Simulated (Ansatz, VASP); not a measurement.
## AgCl in VASP and in Ansatz

```
Ag Cl
1.0
     0.00000    2.60583    2.67731
     2.60583    0.00000    2.67731
     2.60583    2.60583    0.00000
Ag Cl
1 1
Direct
  0.50000 0.50000 0.50000
  0.00000 0.00000 0.00000
```

Change from the starting cell: mode 5 frozen in at -0.000 Å, equal normal strain along x and y -0.0267.

Alike in both runs: task single point; functional LDA; k mesh 10 × 10 × 10; occupations gaussian, width 0.05 eV; no spin polarisation.

|  | VASP | Ansatz |
| --- | --- | --- |
| version | VASP 6.6.1 | Ansatz 0.2.0 |
| potentials or method | VASP PAW LDA potentials, release 64 (Ag, Cl), cutoff 520 eV | scalar-relativistic, plane waves, PAW |
| valence electrons in the cell | 18 | 26 |

```tsv
	VASP	Ansatz	Ansatz less VASP
gap on the k mesh at the Fermi level (eV)	0.59	0.56	-0.028
least direct gap on the mesh (eV)	3.39	3.37	-0.019
pressure (GPa)	4.5	4.4	-0.05
traceless stress, the component that is largest in VASP (GPa)	-1.26	-1.24	+0.018
```

LDA's correlation is that of Perdew and Zunger in VASP and of Perdew and Wang (1992) in Ansatz. VASP's potentials hold 18 valence electrons a cell and Ansatz's 26, so a difference there can come from the potentials and not from the codes.
